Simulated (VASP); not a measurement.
**PtSe2 (Sudovikovite): vibrations by perturbation theory with PBEsol**

The system is PtSe2 (Sudovikovite).

```
Pt Se
1.0
     3.72400    0.00000    0.00000
    -1.86200    3.22508    0.00000
     0.00000    0.00000    5.06200
Pt Se
1 2
Direct
  0.00000 0.00000 0.00000
  0.66667 0.33333 0.75000
  0.33333 0.66667 0.25000
```

| Item | Value |
| --- | --- |
| Program | VASP 6.6.1 |
| Task | vibrations by perturbation theory |
| Functional | PBEsol |
| Potentials or basis | VASP PAW PBE potentials, release 64 (Pt, Se) |
| Cutoff | 520 eV |
| k mesh | 8 × 8 × 5 |
| Occupations | fermi-dirac, width 0.05 eV |
| Spin | no spin polarisation |
| Dipole correction | no |
| Further INCAR settings | ALGO = Normal; EDIFF = 1e-08; IBRION = 8; NSW = 1 |

```json
{"Highest phonon frequency at Γ, LO-TO splitting left out": "226 cm⁻¹"}
```

Phonon frequencies in cm⁻¹ (negative: imaginary):
```tsv
q point	frequencies
(0.000, 0.000, 0.000)	0 0 0 174 174 200 221 221 226
```

It took 4.3 min on 1 thread of AMD EPYC 9R45 96-Core Processor (Zen 5), on a shared host, peak memory 0.48 GiB.

Caveat: the cell wasn't relaxed at this level first, which shifts response properties.
